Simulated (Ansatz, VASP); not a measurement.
Two plane-wave programs on SbP

```xyz
4
Lattice="1.9853 -6.0570 0.0000 1.9853 6.0570 0.0000 0.0000 0.0000 4.0130" Properties=species:S:1:pos:R:3 pbc="T T T"
Sb    1.9853    4.4774    1.0032
Sb    1.9853   -4.4774    3.0097
P     1.9853    1.9196    1.0032
P     1.9853   -1.9196    3.0097
```

Change from the starting cell: species swapped into the GdGe type (Cmcm, No. 63).

Alike in both runs: functional PBE; k mesh 12 × 12 × 12; occupations gaussian, width 0.1 eV; no spin polarisation.

Ansatz relaxed the structure, and its values are those at the end. VASP's run is a single point on that final structure, the one shown.

|  | VASP | Ansatz |
| --- | --- | --- |
| version | VASP 6.6.1 | Ansatz 0.2.0 |
| potentials or method | VASP PAW PBE potentials, release 64 (Sb, P), cutoff 520 eV | scalar-relativistic, plane waves, PAW |
| valence electrons in the cell | 20 | 40 |

```tsv
	VASP	Ansatz	Ansatz less VASP
gap on the k mesh at the Fermi level (eV)	none	none	-
pressure (GPa)	0.0	0.0	+0.01
rms of the force components (eV/Å)	0.012	0.002	-0.0100
```

A gap of «none» marks a metal or a gap that the smearing closes. With one functional, cell and mesh, what is left measures potentials, basis and numerics. VASP's potentials hold 20 valence electrons a cell and Ansatz's 40, so a difference there can come from the potentials and not from the codes.

Neither program's run includes spin-orbit coupling.
